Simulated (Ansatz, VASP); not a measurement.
LiH: VASP beside Ansatz

```
CELL_PARAMETERS angstrom
0.00000 2.03675 2.03675
2.03675 0.00000 2.03675
2.03675 2.03675 0.00000
ATOMIC_POSITIONS crystal
Li 0.00000 0.00000 0.00000
H 0.50000 0.50000 0.50000
```

Alike in both runs: task relaxation of cell and atoms; functional RPBE; k mesh 7 × 7 × 7; no spin polarisation.

|  | VASP | Ansatz |
| --- | --- | --- |
| version | VASP 6.6.1 | Ansatz 0.2.0 |
| potentials or method | VASP PAW PBE potentials, release 64 (Li_sv, H_h) | plane waves, PAW |
| plane-wave cutoff (eV) | 910 | 420 |
| occupations | gaussian, width 0.01 eV | fixed |
| valence electrons in the cell | 4 | 4 |

```tsv
	VASP	Ansatz	Ansatz less VASP
relaxed volume (Å³/atom)	8.34	8.43	+0.088
relaxed cell length with the largest relative difference (Å)	2.868	2.878	+0.0100
```

VASP's potentials were made for PBE, not for RPBE.
